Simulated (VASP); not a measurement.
Te2Mo, 6 atoms in the cell. The structure is hexagonal, space group P6_3/mmc (No. 194). The conventional cell has a = 3.566 Å, b = 3.566 Å, c = 14.648 Å, α = 90.00°, β = 90.00°, γ = 120.00°. Within 3.6 Å of Te (site symmetry 3m) lie 3 Mo at 2.73 Å and 7 Te at 3.57 to 3.58 Å. Mo (site symmetry -6m2) has 6 Te at 2.73 Å and 6 Mo at 3.57 Å within 3.6 Å. 

| Property | Result |
| --- | --- |
| Program | VASP 6.6.1 |
| Task | relaxation of cell and atoms |
| Functional | PBEsol |
| Potentials or basis | VASP PAW PBE potentials, release 64 (Te, Mo_sv) |
| Cutoff | 600 eV |
| k mesh | 12 × 12 × 2 |
| Occupations | gaussian, width 0.02 eV |
| Spin | no spin polarisation |
| Dipole correction | no |
| Further INCAR settings | ALGO = Normal; EDIFF = 1e-07; IBRION = 2; EDIFFG = -0.005; NSW = 100; ISIF = 3 |

Potentials or basis: VASP PAW PBE potentials, release 64 (Te, Mo_sv).

Command:

```console
$ cat potpaw_PBE.64/Te/POTCAR potpaw_PBE.64/Mo_sv/POTCAR > POTCAR
$ mpirun -np 1 vasp_std > vasp.out
```

Hardware: 1 thread of Intel(R) Xeon(R) Platinum 8488C (Sapphire Rapids), with other jobs on the host.

Task: Estimate the wall time of this run.

Result: Run time: 29 min on 1 thread of Intel(R) Xeon(R) Platinum 8488C (Sapphire Rapids), with other jobs on the host, peak memory 0.43 GiB. Counts: scf iterations 142, k points 38, ion steps 13.
